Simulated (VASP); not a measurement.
# Sr3SbP (P4/mmm) in VASP: notebook

Sr3SbP is run at these levels: LDA; tasks: single point.

Program: VASP 6.6.1. These are calculated values, not measurements. Logs are shortened: lines on timing, memory, paths and dates and some standing lists are left out, and cuts for length are marked.

### 1 The cell of the first run

The structure is tetragonal, space group P4/mmm (No. 123). Conventional cell: a = 5.740 Å, b = 5.740 Å, c = 5.998 Å, α = 90.00°, β = 90.00°, γ = 90.00°. Within 3.8 Å of Sr (site symmetry mmm) lie 2 P at 2.87 Å. Sr (site symmetry 4/mmm) has 2 P at 3.00 Å within 3.9 Å. Within 5.3 Å of Sb (site symmetry 4/mmm) lie 12 Sr at 4.06 to 4.15 Å and 8 P at 5.05 Å. Within 3.8 Å of P (site symmetry 4/mmm) lie 6 Sr at 2.87 to 3.00 Å.

### 2 Single point, LDA (strain +0.0450 x Voigt [0, 1, 0, 0, 0, 0])

The input, INCAR:

```
SYSTEM = Sr3SbP
PREC = Accurate
ENCUT = 520
EDIFF = 1E-7
ISMEAR = 0
SIGMA = 0.03
LREAL = .FALSE.
LASPH = .TRUE.
NELM = 60
ALGO = Normal
ISIF = 2
LWAVE = .FALSE.
LCHARG = .FALSE.
GGA = CA
NBANDS = 28
```

The input, KPOINTS:

```
regular mesh
0
G
  6 6 6
  0 0 0
```

The input, POSCAR:

```
Sr3SbP
1.0
    5.7400000000      0.0000000000      0.0000000000
    0.0000000000      5.9983000000      0.0000000000
    0.0000000000      0.0000000000      5.7400000000
Sr Sb P
3 1 1
Direct
    0.0000000000      0.5000000000      0.5000000000
    0.5000000000      0.0000000000      0.5000000000
    0.5000000000      0.5000000000      0.0000000000
    0.0000000000      0.0000000000      0.0000000000
    0.5000000000      0.5000000000      0.5000000000
```

Potentials or basis: VASP PAW LDA potentials, release 64 (Sr_sv, Sb, P).

Run with:

```
$ cat potpaw_LDA.64/Sr_sv/POTCAR potpaw_LDA.64/Sb/POTCAR potpaw_LDA.64/P/POTCAR > POTCAR
$ mpirun -np 1 vasp_std > vasp.out
```

OUTCAR:

```text
SYSTEM = Sr3SbP
   PREC = Accurate
   ENCUT = 520
   EDIFF = 1E-7
   ISMEAR = 0
   LREAL = .FALSE.
   LASPH = .TRUE.
   NELM = 60
   ISIF = 2
   GGA = CA

 ion  position               nearest neighbor table
   1  0.000  0.500  0.500-   5 2.87   5 2.87   3 4.06   3 4.06   3 4.06   3 4.06   2 4.15   4 4.15
                             4 4.15   2 4.15   2 4.15   4 4.15   4 4.15   2 4.15
   2  0.500  0.000  0.500-   5 3.00   5 3.00   4 4.06   4 4.06   4 4.06   4 4.06   1 4.15   3 4.15
                             3 4.15   3 4.15   1 4.15   3 4.15   1 4.15   1 4.15
   3  0.500  0.500  0.000-   5 2.87   5 2.87   1 4.06   1 4.06   1 4.06   1 4.06   2 4.15   2 4.15
                             4 4.15   2 4.15   4 4.15   4 4.15   2 4.15   4 4.15
   4  0.000  0.000  0.000-   2 4.06   2 4.06   2 4.06   2 4.06   1 4.15   1 4.15   3 4.15   1 4.15
                             3 4.15   3 4.15   1 4.15   3 4.15
   5  0.500  0.500  0.500-   1 2.87   3 2.87   3 2.87   1 2.87   2 3.00   2 3.00

  LATTYP: Found a simple tetragonal cell.
 ALAT       =     5.7400000000
 C/A-ratio  =     1.0450000000

  Lattice vectors:

 A1 = (  -5.7400000000,   0.0000000000,   0.0000000000)
 A2 = (   0.0000000000,   0.0000000000,   5.7400000000)
 A3 = (   0.0000000000,   5.9983000000,   0.0000000000)

Analysis of symmetry for initial positions (statically):
=====================================================================
 Subroutine PRICEL returns:
 Original cell was already a primitive cell.

 Routine SETGRP: Setting up the symmetry group for a
 simple tetragonal supercell.

 Subroutine GETGRP returns: Found 16 space group operations
 (whereof 16 operations were pure point group operations)
 out of a pool of 16 trial point group operations.

The static configuration has the point symmetry D_4h.

Analysis of symmetry for dynamics (positions and initial velocities):
=====================================================================
 Subroutine PRICEL returns:
 Original cell was already a primitive cell.

 Routine SETGRP: Setting up the symmetry group for a
 simple tetragonal supercell.

 Subroutine GETGRP returns: Found 16 space group operations
 (whereof 16 operations were pure point group operations)
 out of a pool of 16 trial point group operations.

The dynamic configuration has the point symmetry D_4h.

 Subroutine INISYM returns: Found 16 space group operations
 (whereof 16 operations are pure point group operations),
 and found     1 'primitive' translations

----------------------------------------------------------------------------------------

                                     Primitive cell

  volume of cell :     197.6296

  direct lattice vectors                    reciprocal lattice vectors
     5.740000000  0.000000000  0.000000000     0.174216028  0.000000000  0.000000000
     0.000000000  5.998300000  0.000000000     0.000000000  0.166713902  0.000000000
     0.000000000  0.000000000  5.740000000     0.000000000  0.000000000  0.174216028

  length of vectors
     5.740000000  5.998300000  5.740000000     0.174216028  0.166713902  0.174216028

  position of ions in fractional coordinates (direct lattice)
     0.000000000  0.500000000  0.500000000
     0.500000000  0.000000000  0.500000000
     0.500000000  0.500000000  0.000000000
     0.000000000  0.000000000  0.000000000
     0.500000000  0.500000000  0.500000000

  ion indices of the primitive-cell ions
   primitive index   ion index
                 1           1
                 2           2
                 3           3
                 4           4
                 5           5

----------------------------------------------------------------------------------------

 KPOINTS: regular mesh

Automatic generation of k-mesh.
 Grid dimensions read from file:
 generate k-points for:    6    6    6

 Generating k-lattice:

  Cartesian coordinates                     Fractional coordinates (reciprocal lattice)
     0.029036005  0.000000000  0.000000000     0.166666667  0.000000000  0.000000000
     0.000000000  0.027785650  0.000000000     0.000000000  0.166666667  0.000000000
     0.000000000  0.000000000  0.029036005     0.000000000  0.000000000  0.166666667

  Length of vectors
     0.029036005  0.027785650  0.029036005

  Shift w.r.t. Gamma in fractional coordinates (k-lattice)
     0.000000000  0.000000000  0.000000000

 Subroutine IBZKPT returns following result:
 ===========================================

 Found     40 irreducible k-points:

 Following reciprocal coordinates:
            Coordinates               Weight
  0.000000  0.000000  0.000000      1.000000
  0.166667  0.000000  0.000000      4.000000
  0.333333  0.000000  0.000000      4.000000
  0.500000  0.000000  0.000000      2.000000
  0.000000  0.166667  0.000000      2.000000
  0.166667  0.166667  0.000000      8.000000
[... 16 lines left out ...]
  0.166667  0.333333  0.166667      8.000000
  0.333333  0.333333  0.166667     16.000000
 [... further k-points ...]
   k-points           NKPTS =     40   k-points in BZ     NKDIM =     40   number of bands    NBANDS=     28
   number of dos      NEDOS =    301   number of ions     NIONS =      5
   total plane-waves  NPLWV = 110592
   dimension x,y,z NGX =    48 NGY =   48 NGZ =   48
   dimension x,y,z NGXF=    96 NGYF=   96 NGZF=   96
   ions per type =               3   1   1
   NGX,Y,Z   is equivalent  to a cutoff of  13.90, 13.30, 13.90 a.u.
   NGXF,Y,Z  is equivalent  to a cutoff of  27.80, 26.61, 27.80 a.u.
 SYSTEM =  Sr3SbP
   PREC   = accura    normal or accurate (medium, high low for compatibility)
   ISTART =      0    job   : 0-new  1-cont  2-samecut
   ICHARG =      2    charge: 1-file 2-atom 10-const
   ISPIN  =      1    spin polarized calculation?
   LNONCOLLINEAR =      F non collinear calculations
   LSORBIT =      F    spin-orbit coupling
   LASPH  =      T    aspherical Exc in radial PAW
   ENCUT  =  520.0 eV  38.22 Ry    6.18 a.u.  10.67 11.15 10.67*2*pi/ulx,y,z
   NELM   =     60;   NELMIN=  2; NELMDL= -5     # of ELM steps
   EDIFF  = 0.1E-06   stopping-criterion for ELM
   LREAL  =      F    real-space projection
   EDIFFG = 0.1E-05   stopping-criterion for IOM
   NSW    =      0    number of steps for IOM
   IBRION =     -1    ionic relax: 0-MD 1-quasi-New 2-CG
   NFREE  =      0    steps in history (QN), initial steepest desc. (CG)
   ISIF   =      2    stress and relaxation
   ISYM   =      2    0-nonsym 1-usesym 2-fastsym
   POTIM  = 0.5000    time-step for ionic-motion
   TEBEG  =    0.0;   TEEND  =   0.0 temperature during run
   PSTRESS=    0.0 pullay stress
   NELECT =      40.0000    total number of electrons
   NUPDOWN=      -1.0000    fix difference up-down
   EMIN   =  10.00;   EMAX   =-10.00  energy-range for DOS
   EFERMI =   0.00;   METHOD = LEGACY
   ISMEAR =     0;   SIGMA  =   0.03  broadening in eV -4-tet -1-fermi 0-gaus
   EFERMI_NEDOS =   21; number of points for ismear=-14 and -15
   IALGO  =     38    algorithm
   IMIX   =      4    mixing-type and parameters
     AMIX     =   0.40;   BMIX     =  1.00
     AMIX_MAG =   1.60;   BMIX_MAG =  1.00
  volume/ion in A,a.u.               =      39.53       266.73
  Fermi-wavevector in a.u.,A,eV,Ry     =   0.961194  1.816392 12.570327  0.923893
  Thomas-Fermi vector in A             =   2.090544
   LORBIT       =      0    0 simple, 1 ext, 2 COOP (PROOUT), +10 PAW based schemes
   GGA     = CA    functional components
   LHFCALC =     F    Hartree Fock is set to
   AEXX    =    0.0000 exact exchange contribution
   IVDW    =     0    specifies the selected vdW correction
   LEPSILON=     F    determine dielectric tensor
   LRPA    =     F    only Hartree local field effects (RPA)
 non-spin polarized calculation
 Gauss-broadening in eV      SIGMA  =   0.03
  energy-cutoff  :      520.00
  volume of cell :      197.63
 maximum number of plane-waves:      5348
 NGX is ok and might be reduce to    48
   NGX = 21   NGY = 23   NGZ = 21

 number of electron      40.0000000 magnetization

 Free energy of the ion-electron system (eV)
  ---------------------------------------------------
  ext. energy  EPLUGINS =         0.00000000
  ---------------------------------------------------
  free energy    TOTEN  =       -20.94274635 eV

  energy without entropy =      -20.94253248  energy(sigma->0) =      -20.94263942

 E-fermi :   2.2281     XC(G=0):  -8.2776

 val. band max:        2.2207140345   @ k =   0.0000   0.0000   0.0000
 cond. band min:       2.7130203377   @ k =   0.1667   0.0000   0.0000
 fundamental gap:      0.4923063032
 Fermi energy:         2.2280729637

 k-point     1 :       0.0000    0.0000    0.0000
  band No.  band energies     occupation
      1     -33.4301      2.00000
      2     -33.2893      2.00000
      3     -33.2690      2.00000
      4     -15.5985      2.00000
      5     -15.5985      2.00000
      6     -15.5747      2.00000
[... 20 lines left out ...]
     27       5.8403      0.00000
     28       6.0331      0.00000

 k-point     2 :       0.1667    0.0000    0.0000
  band No.  band energies     occupation
      1     -33.4300      2.00000
      2     -33.2880      2.00000
      3     -33.2704      2.00000
      4     -15.5947      2.00000
      5     -15.5927      2.00000
      6     -15.5668      2.00000
[... 20 lines left out ...]
     27       5.8059      0.00000
     28       5.9845      0.00000

 k-point     3 :       0.3333    0.0000    0.0000
  band No.  band energies     occupation
      1     -33.4298      2.00000
      2     -33.2843      2.00000
      3     -33.2741      2.00000
      4     -15.5873      2.00000
      5     -15.5794      2.00000
      6     -15.5481      2.00000
[... 20 lines left out ...]
     27       5.3889      0.00000
     28       6.0911      0.00000

 k-point     4 :       0.5000    0.0000    0.0000
  band No.  band energies     occupation
      1     -33.4296      2.00000
      2     -33.2794      2.00000
      3     -33.2791      2.00000
      4     -15.5838      2.00000
      5     -15.5719      2.00000
      6     -15.5364      2.00000
[... 578 lines left out ...]
     27       5.1624      0.00000
     28       5.4369      0.00000

 k-point    23 :       0.1667    0.3333    0.1667
  band No.  band energies     occupation
      1     -33.4293      2.00000
      2     -33.2873      2.00000
      3     -33.2715      2.00000
      4     -15.5977      2.00000
      5     -15.5779      2.00000
      6     -15.5454      2.00000
[... 20 lines left out ...]
     27       5.5685      0.00000
     28       5.5701      0.00000

 k-point    24 :       0.3333    0.3333    0.1667
  band No.  band energies     occupation
      1     -33.4293      2.00000
      2     -33.2839      2.00000
      3     -33.2748      2.00000
      4     -15.6110      2.00000
      5     -15.5855      2.00000
      6     -15.5645      2.00000
[... 20 lines left out ...]
     27       5.2934      0.00000
     28       5.6464      0.00000

 [... further k-points ...]
[... 5 lines left out ...]
  --------------------------------------------------------------------------------------
  -------------------------------------------------------------------------------------
  Total       -2.9615380     -6.2404845     -2.9615380      0.0000000      0.0000000      0.0000000
  in kB      -24.0091024    -50.5914265    -24.0091024      0.0000000      0.0000000      0.0000000
  external PRESSURE =     -32.8698771 kB  Pullay stress =       0.0000000 kB

 VOLUME and BASIS-vectors are now :
 -----------------------------------------------------------------------------
  energy-cutoff  :      520.00
  volume of cell :      197.63
      direct lattice vectors                 reciprocal lattice vectors
     5.740000000  0.000000000  0.000000000     0.174216028  0.000000000  0.000000000
     0.000000000  5.998300000  0.000000000     0.000000000  0.166713902  0.000000000
     0.000000000  0.000000000  5.740000000     0.000000000  0.000000000  0.174216028

 POSITION                                       TOTAL-FORCE (eV/Angst)
 -----------------------------------------------------------------------------------
      0.00000      2.99915      2.87000         0.000000      0.000000      0.000000
      2.87000      0.00000      2.87000         0.000000      0.000000      0.000000
      2.87000      2.99915      0.00000         0.000000      0.000000      0.000000
      0.00000      0.00000      0.00000         0.000000      0.000000      0.000000
      2.87000      2.99915      2.87000         0.000000      0.000000      0.000000
 -----------------------------------------------------------------------------------
    total drift:                                0.000000      0.000000     -0.000000

  FREE ENERGIE OF THE ION-ELECTRON SYSTEM (eV)
  ---------------------------------------------------
  free  energy   TOTEN  =       -20.9427463488 eV

  energy  without entropy=      -20.9425324828  energy(sigma->0) =      -20.94263942
```

Run time: 1.9 min. Hardware: 1 thread of Intel Xeon Platinum 8559C (Emerald Rapids), shared host; peak memory 0.39 GiB.

Results:

| Item | Value |
| --- | --- |
| Free energy | -20.9427 eV |
| Pressure | -3.3 GPa |

Caveat: the cell differs from its parent crystal (strain +0.0450 x Voigt [0, 1, 0, 0, 0, 0]); spin-orbit coupling is left out, which moves the levels of the heavy elements.

### 3 Single point, LDA (strain +0.0600 x Voigt [0, 1, 0, 0, 0, 0])

The input, INCAR:

```
PREC = Accurate ; ENCUT = 520
EDIFF = 1E-6 ; ISMEAR = 0
SIGMA = 0.03 ; LREAL = False
LASPH = True ; NELM = 60
ALGO = Normal ; ISIF = 2
LWAVE = False ; LCHARG = False
GGA = CA ; NBANDS = 28
```

The input, KPOINTS:

```
regular mesh
0
Gamma
  6 6 6
```

Edit POSCAR of step 2 so:

```diff
@@ -3,3 +3,3 @@
     5.7400000000      0.0000000000      0.0000000000
-    0.0000000000      5.9983000000      0.0000000000
+    0.0000000000      6.0844000000      0.0000000000
     0.0000000000      0.0000000000      5.7400000000
```

Potentials or basis: VASP PAW LDA potentials, release 64 (Sr_sv, Sb, P).

Run with:

```
$ cat potpaw_LDA.64/Sr_sv/POTCAR potpaw_LDA.64/Sb/POTCAR potpaw_LDA.64/P/POTCAR > POTCAR
$ mpirun -np 1 vasp_std > vasp.out
```

It took 1.7 min on 1 thread of Intel Xeon Platinum 8559C (Emerald Rapids), shared host; peak memory 0.38 GiB.

Results (log left out):

```yaml
Free_energy: -20.8476 eV
Pressure: -3.5 GPa
Band_gap_on_the_k_mesh: zero (filled and empty bands touch)
```

Stress tensor (GPa, compression positive):
```
-2.43  0.00  0.00
 0.00 -5.70  0.00
 0.00  0.00 -2.43
```

Levels at points of the mesh, in eV from the Fermi level:
| k point | band 16 | band 17 | band 18 | band 19 | band 20 | band 21 | band 22 | band 23 | band 24 | band 25 |
| --- | --- | --- | --- | --- | --- | --- | --- | --- | --- | --- |
| (0.00, 0.00, 0.00) | -1.08 | -1.08 | -0.14 | -0.06 | 0.00 | 0.00 | 0.55 | 0.76 | 1.04 | 1.04 |
| (0.50, 0.00, 0.00) | -1.96 | -1.41 | -1.13 | -0.87 | -0.70 | 1.16 | 1.38 | 1.65 | 2.56 | 2.71 |
| (0.00, 0.50, 0.00) | -1.99 | -1.04 | -1.04 | -0.67 | -0.67 | 1.26 | 1.43 | 1.60 | 2.22 | 2.66 |
| (0.50, 0.50, 0.00) | -2.77 | -1.29 | -1.08 | -1.08 | -0.74 | 1.52 | 1.92 | 1.99 | 2.12 | 2.46 |
| (0.50, 0.00, 0.50) | -2.80 | -1.63 | -1.10 | -1.10 | -0.88 | 1.60 | 1.85 | 1.85 | 1.95 | 2.68 |
| (0.50, 0.50, 0.50) | -2.75 | -2.71 | -1.14 | -1.14 | -1.10 | 1.67 | 1.67 | 2.01 | 2.34 | 2.82 |

Caveat: the cell differs from its parent crystal (strain +0.0600 x Voigt [0, 1, 0, 0, 0, 0]); spin-orbit coupling is left out, which moves the levels of the heavy elements.

### 4 Single point, LDA (strain -0.0450 x Voigt [0, 1, 0, 0, 0, 0])

The input, INCAR:

```
SYSTEM = Sr3SbP
PREC     = Accurate       ! precision mode
ENCUT    = 520            ! plane-wave cutoff, eV
EDIFF    = 1E-6           ! SCF threshold, eV
ISMEAR   = 0              ! smearing method
SIGMA    = 0.03           ! smearing width, eV
LREAL    = .FALSE.        ! projectors in reciprocal space
LASPH    = .TRUE.         ! aspherical terms in the spheres
NELM     = 60             ! most SCF steps
ALGO     = Normal         ! electronic algorithm
ISIF     = 2              ! what is computed and relaxed
LWAVE    = .FALSE.        ! write WAVECAR
LCHARG   = .FALSE.        ! write CHGCAR
GGA      = CA             ! functional
NBANDS   = 28             ! bands
```

The input, KPOINTS:

```
regular mesh
0
G
  6 6 6
  0 0 0
```

Edit POSCAR of step 3 so:

```diff
@@ -3,3 +3,3 @@
     5.7400000000      0.0000000000      0.0000000000
-    0.0000000000      6.0844000000      0.0000000000
+    0.0000000000      5.4817000000      0.0000000000
     0.0000000000      0.0000000000      5.7400000000
```

Run with:

```
$ cat potpaw_LDA.64/Sr_sv/POTCAR potpaw_LDA.64/Sb/POTCAR potpaw_LDA.64/P/POTCAR > POTCAR
$ mpirun -np 1 vasp_std > vasp.out
```

It took 94 s on 1 thread of Intel Xeon Platinum 8559C (Emerald Rapids), shared host; peak memory 0.36 GiB.

It converged, with:

| Property | Result |
| --- | --- |
| Free energy | -21.1589 eV |
| Pressure | -0.8 GPa |
| Band gap on the k mesh | 0.08 eV, direct |

Stress tensor (GPa, compression positive):
```
-2.22  0.00  0.00
 0.00  2.05  0.00
 0.00  0.00 -2.22
```

Levels at points of the mesh, in eV from the valence-band top:
| k point | band 17 | band 18 | band 19 | band 20 | band 21 | band 22 | band 23 | band 24 |
| --- | --- | --- | --- | --- | --- | --- | --- | --- |
| (0.00, 0.00, 0.00) | -1.04 | -0.18 | -0.18 | 0.00 | 0.08 | 0.34 | 0.59 | 0.77 |
| (0.50, 0.00, 0.00) | -1.32 | -1.06 | -0.99 | -0.89 | 1.09 | 1.29 | 1.59 | 2.40 |
| (0.00, 0.50, 0.00) | -1.41 | -1.41 | -1.08 | -1.08 | 1.17 | 1.24 | 1.46 | 2.63 |
| (0.50, 0.50, 0.00) | -1.64 | -1.38 | -1.37 | -1.13 | 1.66 | 1.79 | 1.83 | 2.19 |
| (0.50, 0.00, 0.50) | -1.36 | -1.36 | -1.25 | -0.98 | 1.55 | 1.89 | 1.89 | 2.33 |
| (0.50, 0.50, 0.50) | -3.04 | -1.39 | -1.36 | -1.36 | 1.55 | 1.85 | 1.85 | 2.42 |

Caveat: the cell differs from its parent crystal (strain -0.0450 x Voigt [0, 1, 0, 0, 0, 0]); spin-orbit coupling is left out, which moves the levels of the heavy elements.

### 5 The runs side by side

```tsv
cell	gap on the mesh (eV)	pressure (GPa)
a = 5.740, b = 5.998 Å, 5 atoms	-	-3.3
a = 5.740, b = 6.084 Å, 5 atoms	none	-3.5
a = 5.740, b = 5.482 Å, 5 atoms	0.08	-0.8
```

Alike in all rows: task single point; level LDA; potentials or basis VASP PAW LDA potentials, release 64 (Sr_sv, Sb, P); no spin polarisation; k mesh 6 × 6 × 6; cutoff (eV) 520; smearing gaussian 0.03 eV.

Caveats: spin-orbit coupling is left out, which moves the levels of the heavy elements.

Total energies depend on the potentials used, so only differences within one code and one set of settings carry meaning.
